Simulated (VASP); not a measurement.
# TePb (Pm-3m) in VASP: settings compared, part 2 of 3

VASP 6.6.1. The steps go on from the part before.

## Step 3: Relaxation of cell and atoms, PBE+D4

File INCAR:

```
SYSTEM = TePb
ALGO     = Normal         ! electronic algorithm
EDIFF    = 1E-6           ! SCF threshold, eV
EDIFFG   = -0.01          ! ionic threshold
ENCUT    = 600            ! plane-wave cutoff, eV
GGA      = PE             ! functional
IBRION   = 2              ! ionic algorithm
ISIF     = 3              ! what is computed and relaxed
ISMEAR   = -1             ! smearing method
IVDW     = 13             ! dispersion correction
LASPH    = .True.         ! aspherical terms in the spheres
LCHARG   = .False.        ! write CHGCAR
LREAL    = .False.        ! projectors in reciprocal space
LWAVE    = .False.        ! write WAVECAR
NELM     = 60             ! most SCF steps
NSW      = 60             ! ionic steps
PREC     = Accurate       ! precision mode
SIGMA    = 0.05           ! smearing width, eV
```

File KPOINTS:

```
k-points
0
Gamma
  7 7 7
  0 0 0
```

File POSCAR:

```
TePb
1.0
    4.0022870000      0.0000000000      0.0000000000
    0.0000000000      4.0022870000      0.0000000000
    0.0000000000      0.0000000000      4.0022870000
Pb Te
1 1
Direct
    0.0000000000      0.0000000000      0.0000000000
    0.5000000000      0.5000000000      0.5000000000
```

Potentials or basis: VASP PAW PBE potentials, release 64 (Pb_d, Te).

Run with:

```console
$ cat potpaw_PBE.64/Pb_d/POTCAR potpaw_PBE.64/Te/POTCAR > POTCAR
$ mpirun -np 1 vasp_std > vasp.out
```

OUTCAR:

```text
SYSTEM = TePb
   EDIFF = 1E-6
   EDIFFG = -0.01
   ENCUT = 600
   GGA = PE
   IBRION = 2
   ISIF = 3
   ISMEAR = -1
   IVDW = 13
   LASPH = .True.
   LREAL = .False.
   NELM = 60
   NSW = 60
   PREC = Accurate

 ion  position               nearest neighbor table
   1  0.000  0.000  0.000-   2 3.47   2 3.47   2 3.47   2 3.47   2 3.47   2 3.47   2 3.47   2 3.47

   2  0.500  0.500  0.500-   1 3.47   1 3.47   1 3.47   1 3.47   1 3.47   1 3.47   1 3.47   1 3.47

  LATTYP: Found a simple cubic cell.
 ALAT       =     4.0022870000

  Lattice vectors:

 A1 = (   4.0022870000,   0.0000000000,   0.0000000000)
 A2 = (   0.0000000000,   4.0022870000,   0.0000000000)
 A3 = (   0.0000000000,   0.0000000000,   4.0022870000)

Analysis of symmetry for initial positions (statically):
=====================================================================
 Subroutine PRICEL returns:
 Original cell was already a primitive cell.

 Routine SETGRP: Setting up the symmetry group for a
 simple cubic supercell.

 Subroutine GETGRP returns: Found 48 space group operations
 (whereof 48 operations were pure point group operations)
 out of a pool of 48 trial point group operations.

The static configuration has the point symmetry O_h .

Analysis of symmetry for dynamics (positions and initial velocities):
=====================================================================
 Subroutine PRICEL returns:
 Original cell was already a primitive cell.

 Routine SETGRP: Setting up the symmetry group for a
 simple cubic supercell.

 Subroutine GETGRP returns: Found 48 space group operations
 (whereof 48 operations were pure point group operations)
 out of a pool of 48 trial point group operations.

The dynamic configuration has the point symmetry O_h .

 Subroutine INISYM returns: Found 48 space group operations
 (whereof 48 operations are pure point group operations),
 and found     1 'primitive' translations

----------------------------------------------------------------------------------------

                                     Primitive cell

  volume of cell :      64.1098

  direct lattice vectors                    reciprocal lattice vectors
     4.002287000  0.000000000  0.000000000     0.249857144  0.000000000  0.000000000
     0.000000000  4.002287000  0.000000000     0.000000000  0.249857144  0.000000000
     0.000000000  0.000000000  4.002287000     0.000000000  0.000000000  0.249857144

  length of vectors
     4.002287000  4.002287000  4.002287000     0.249857144  0.249857144  0.249857144

  position of ions in fractional coordinates (direct lattice)
     0.000000000  0.000000000  0.000000000
     0.500000000  0.500000000  0.500000000

  ion indices of the primitive-cell ions
   primitive index   ion index
                 1           1
                 2           2

----------------------------------------------------------------------------------------

 KPOINTS: k-points

Automatic generation of k-mesh.
 Grid dimensions read from file:
 generate k-points for:    7    7    7

 Generating k-lattice:

  Cartesian coordinates                     Fractional coordinates (reciprocal lattice)
     0.035693878  0.000000000  0.000000000     0.142857143  0.000000000  0.000000000
     0.000000000  0.035693878  0.000000000     0.000000000  0.142857143  0.000000000
     0.000000000  0.000000000  0.035693878     0.000000000  0.000000000  0.142857143

  Length of vectors
     0.035693878  0.035693878  0.035693878

  Shift w.r.t. Gamma in fractional coordinates (k-lattice)
     0.000000000  0.000000000  0.000000000

 Subroutine IBZKPT returns following result:
 ===========================================

 Found     20 irreducible k-points:

 Following reciprocal coordinates:
            Coordinates               Weight
  0.000000  0.000000  0.000000      1.000000
  0.142857  0.000000  0.000000      6.000000
  0.285714  0.000000  0.000000      6.000000
  0.428571  0.000000  0.000000      6.000000
  0.142857  0.142857  0.000000     12.000000
  0.285714  0.142857  0.000000     24.000000
[... 12 lines left out ...]
  0.428571  0.428571  0.285714     24.000000
  0.428571  0.428571  0.428571      8.000000
   k-points           NKPTS =     20   k-points in BZ     NKDIM =     20   number of bands    NBANDS=     14
   number of dos      NEDOS =    301   number of ions     NIONS =      2
   total plane-waves  NPLWV =  32768
   dimension x,y,z NGX =    32 NGY =   32 NGZ =   32
   dimension x,y,z NGXF=    64 NGYF=   64 NGZF=   64
   ions per type =               1   1
   NGX,Y,Z   is equivalent  to a cutoff of  13.29, 13.29, 13.29 a.u.
   NGXF,Y,Z  is equivalent  to a cutoff of  26.58, 26.58, 26.58 a.u.
 SYSTEM =  TePb
   PREC   = accura    normal or accurate (medium, high low for compatibility)
   ISTART =      0    job   : 0-new  1-cont  2-samecut
   ICHARG =      2    charge: 1-file 2-atom 10-const
   ISPIN  =      1    spin polarized calculation?
   LNONCOLLINEAR =      F non collinear calculations
   LSORBIT =      F    spin-orbit coupling
   LASPH  =      T    aspherical Exc in radial PAW
   ENCUT  =  600.0 eV  44.10 Ry    6.64 a.u.   7.99  7.99  7.99*2*pi/ulx,y,z
   NELM   =     60;   NELMIN=  2; NELMDL= -5     # of ELM steps
   EDIFF  = 0.1E-05   stopping-criterion for ELM
   LREAL  =      F    real-space projection
   EDIFFG = -.1E-01   stopping-criterion for IOM
   NSW    =     60    number of steps for IOM
   IBRION =      2    ionic relax: 0-MD 1-quasi-New 2-CG
   NFREE  =      1    steps in history (QN), initial steepest desc. (CG)
   ISIF   =      3    stress and relaxation
   ISYM   =      2    0-nonsym 1-usesym 2-fastsym
   POTIM  = 0.5000    time-step for ionic-motion
   TEBEG  =    0.0;   TEEND  =   0.0 temperature during run
   PSTRESS=    0.0 pullay stress
   NELECT =      20.0000    total number of electrons
   NUPDOWN=      -1.0000    fix difference up-down
   EMIN   =  10.00;   EMAX   =-10.00  energy-range for DOS
   EFERMI =   0.00;   METHOD = LEGACY
   ISMEAR =    -1;   SIGMA  =   0.05  broadening in eV -4-tet -1-fermi 0-gaus
   EFERMI_NEDOS =   21; number of points for ismear=-14 and -15
   IALGO  =     38    algorithm
   IMIX   =      4    mixing-type and parameters
     AMIX     =   0.40;   BMIX     =  1.00
     AMIX_MAG =   1.60;   BMIX_MAG =  1.00
  volume/ion in A,a.u.               =      32.05       216.32
  Fermi-wavevector in a.u.,A,eV,Ry     =   1.110307  2.098177 16.773027  1.232783
  Thomas-Fermi vector in A             =   2.246857
   LORBIT       =      0    0 simple, 1 ext, 2 COOP (PROOUT), +10 PAW based schemes
   GGA     = PE    functional components
   LHFCALC =     F    Hartree Fock is set to
   AEXX    =    0.0000 exact exchange contribution
   IVDW    =    13    specifies the selected vdW correction
   LEPSILON=     F    determine dielectric tensor
   LRPA    =     F    only Hartree local field effects (RPA)
 conjugate gradient relaxation of ions
 non-spin polarized calculation
  energy-cutoff  :      600.00
  volume of cell :       64.11
 maximum number of plane-waves:      2170
 NGX is ok and might be reduce to    32
   NGX = 15   NGY = 15   NGZ = 15

--------------------------------------- Ionic step        1  -------------------------------------------

 number of electron      20.0000004 magnetization

 Free energy of the ion-electron system (eV)
  ---------------------------------------------------
  ext. energy  EPLUGINS =         0.00000000
  ---------------------------------------------------
  free energy    TOTEN  =        -7.06109228 eV

  energy without entropy =       -7.04750047  energy(sigma->0) =       -7.05429638

------------------------ aborting loop because EDIFF is reached ----------------------------------------

  DFT-D4 for vdW energy calculation

  Edisp (eV):   -0.96288

  FORCE on cell =-STRESS in cart. coord.  units (eV):
  Direction    XX          YY          ZZ          XY          YZ          ZX
  --------------------------------------------------------------------------------------
  -------------------------------------------------------------------------------------
  Total       1.32289     1.32289     1.32289    -0.00000     0.00000    -0.00000
  in kB      33.06048    33.06048    33.06048    -0.00000     0.00000    -0.00000
  external pressure =       33.06 kB  Pullay stress =        0.00 kB
[... 221 lines left out ...]
  energy  without entropy=       -8.0164775132  energy(sigma->0) =       -8.02309065

--------------------------------------- Ionic step        7  -------------------------------------------

 number of electron      20.0000005 magnetization

 Free energy of the ion-electron system (eV)
  ---------------------------------------------------
  ext. energy  EPLUGINS =         0.00000000
  ---------------------------------------------------
  free energy    TOTEN  =        -7.06036986 eV

  energy without entropy =       -7.04717704  energy(sigma->0) =       -7.05377345

 E-fermi :   6.2887     XC(G=0):  -9.6421

 val. band max:        6.2875263636   @ k =   0.4286   0.2857   0.0000
 cond. band min:       6.3225499524   @ k =   0.4286   0.4286   0.2857
 fundamental gap:      0.0350235888
 Fermi energy:         6.2886521370

 k-point     1 :       0.0000    0.0000    0.0000
  band No.  band energies     occupation
      1     -10.8814      2.00000
      2     -10.8814      2.00000
      3     -10.8007      2.00000
      4     -10.8007      2.00000
      5     -10.8007      2.00000
      6      -5.8166      2.00000
      7      -0.5221      2.00000
      8       4.7397      2.00000
      9       4.7397      2.00000
     10       4.7397      2.00000
     11      10.3108      0.00000
     12      10.3108      0.00000
     13      11.4656      0.00000
     14      11.4656      0.00000
[... 354 lines left out ...]
  FREE ENERGIE OF THE ION-ELECTRON SYSTEM (eV)
  ---------------------------------------------------
  free  energy   TOTEN  =        -8.0297329157 eV

  energy  without entropy=       -8.0165400944  energy(sigma->0) =       -8.02313651

 reached required accuracy - stopping structural energy minimisation
```

It took 58 s on 1 thread of Intel Xeon Platinum 8488C (Sapphire Rapids), shared host; peak memory 0.2 GiB.

Results:

```yaml
Free_energy: -8.0297 eV
Relaxed_volume: 32.34 Å³/atom
Relaxed_cell: a = 4.014 Å, b = 4.014 Å, c = 4.014 Å, α = 90.00°, β = 90.00°, γ = 90.00°
Space_group_after_relaxing_to_0.1_Å: Pm-3m (No. 221)
Energy_gained_by_relaxing: 2.9 meV/atom
Ionic_steps: 7
Pressure_after_relaxing: 0.0 GPa
Band_gap_on_the_k_mesh: zero (bands 10 and 11 overlap by 0.77 eV)
Dispersion_energy_per_atom: -0.485 eV
```

The path:
| step | energy change (eV) | largest force (eV/Å) | pressure (GPa) | volume (Å³) |
| --- | --- | --- | --- | --- |
| 1 | 0.0000 | 0.0000 | 3.31 | 64.11 |
| 2 | 0.1049 | 0.0000 | -4.60 | 70.44 |
| 3 | 0.0209 | 0.0000 | -3.25 | 66.57 |
| 4 | -0.0010 | 0.0000 | -2.08 | 65.32 |
| 5 | -0.0054 | 0.0000 | -0.73 | 64.84 |
| 6 | -0.0057 | 0.0000 | 0.22 | 64.64 |
| 7 | -0.0058 | 0.0000 | 0.00 | 64.69 |

Final structure:
```cif
data_structure
_symmetry_space_group_name_H-M 'P 1'
_symmetry_Int_Tables_number 1
_cell_length_a 4.0142
_cell_length_b 4.0142
_cell_length_c 4.0142
_cell_angle_alpha 90.000
_cell_angle_beta 90.000
_cell_angle_gamma 90.000
_cell_volume 64.69
loop_
_atom_site_label
_atom_site_type_symbol
_atom_site_fract_x
_atom_site_fract_y
_atom_site_fract_z
_atom_site_occupancy
Pb1 Pb 0.00000 0.00000 0.00000 1
Te1 Te 0.50000 0.50000 0.50000 1
```

Caveat: semilocal functionals underestimate gaps, so a narrow gap can read as zero; spin-orbit coupling is left out, which moves the levels of the heavy elements.

(Part 2 of 3 ends here.)
